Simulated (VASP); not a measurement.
Set up this calculation in VASP 6.6.1, as the native input.

```
Task                   : single point
Functional             : LDA
Potentials or basis    : VASP PAW LDA potentials, release 64 (V_sv, Ru_pv)
Cutoff                 : 520 eV
k mesh                 : 12 × 12 × 12
Occupations            : fermi-dirac, width 0.05 eV
Spin                   : collinear spin, ferromagnetic start
Starting moments       : [1.5, 0.0] μB
Dipole correction      : no
Further INCAR settings : ALGO = Normal; EDIFF = 1e-07; NBANDS = 24
```

The structure of VRu lies in POSCAR:

```
VRu
1.0
    3.0028316633      0.0000000000      0.0000000000
    0.0000000000      3.0028316633      0.0000000000
    0.0000000000      0.0000000000      3.0028316633
V Ru
1 1
Direct
    0.5000000000      0.5000000000      0.5000000000
    0.0000000000      0.0000000000      0.0000000000
```

These files were run (other wordings do the same):

INCAR

```
  ALGO = Normal
  EDIFF = 1E-7
  ENCUT = 520
  ISIF = 2
  ISMEAR = -1
  ISPIN = 2
  LASPH = T
  LCHARG = T
  LELF = T
  LMAXMIX = 4
  LORBIT = 11
  LREAL = F
  LVHAR = T
  LWAVE = F
  MAGMOM = 1.5 0
  NBANDS = 24
  NELM = 150
  PREC = Accurate
  SIGMA = 0.05
```

KPOINTS

```
k-points
0
Gamma
  12 12 12
```

Potentials or basis: VASP PAW LDA potentials, release 64 (V_sv, Ru_pv).

The run is started by

```console
$ cat potpaw_LDA.64/V_sv/POTCAR potpaw_LDA.64/Ru_pv/POTCAR > POTCAR
$ mpirun -np 1 vasp_std > vasp.out
```

It gave:

```
Pressure                                              : -13.6 GPa
Net moment                                            : 0.00 μB per cell
Valence electrons inside the program's atomic spheres : V 11.60; Ru 12.71
```

Caveat: the cell stands under tension; the moments typed at the start vanished in this run.

Wall time 3.2 min on 1 thread of Oxide Virtual Turin-like Processor, on a shared host, peak memory 0.16 GiB.
